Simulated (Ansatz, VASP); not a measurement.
## Two plane-wave programs on FeSi

```
Fe Si
1.0
     4.49201    0.00000    0.00000
     0.00000    4.49201    0.00000
     0.00000    0.00000    4.49201
Fe Si
4 4
Direct
  0.13451 0.13451 0.13451
  0.36549 0.86549 0.63451
  0.63451 0.36549 0.86549
  0.86549 0.63451 0.36549
  0.84005 0.84005 0.84005
  0.65995 0.15995 0.34005
  0.34005 0.65995 0.15995
  0.15995 0.34005 0.65995
```

Alike in both runs: functional PBE; k mesh 8 × 8 × 8; occupations gaussian, width 0.01 eV; no spin polarisation.

Ansatz relaxed the structure, and its values are those at the end. VASP's run is a single point on that final structure, the one shown.

```csv
,VASP,Ansatz
version,VASP 6.6.1,Ansatz 0.2.0
potentials or method,"VASP PAW PBE potentials, release 64 (Fe, Si), cutoff 520 eV","scalar-relativistic, plane waves, PAW"
valence electrons in the cell,48,80
```

Ansatz gave:

| Quantity | Value |
| --- | --- |
| gap on the k mesh at the Fermi level (eV) | 0.17 |
| least direct gap on the mesh (eV) | 0.18 |
| pressure (GPa) | -6.0 |
| rms of the force components (eV/Å) | 0.001 |

**Question.** Which values does VASP return?

**Answer.** gap on the k mesh at the Fermi level (eV): 0.16; least direct gap on the mesh (eV): 0.17; pressure (GPa): -5.8; rms of the force components (eV/Å): 0.013.

VASP's potentials hold 48 valence electrons a cell and Ansatz's 80, so a difference there can come from the potentials and not from the codes. Ansatz's warnings: stress scf threshold loose.
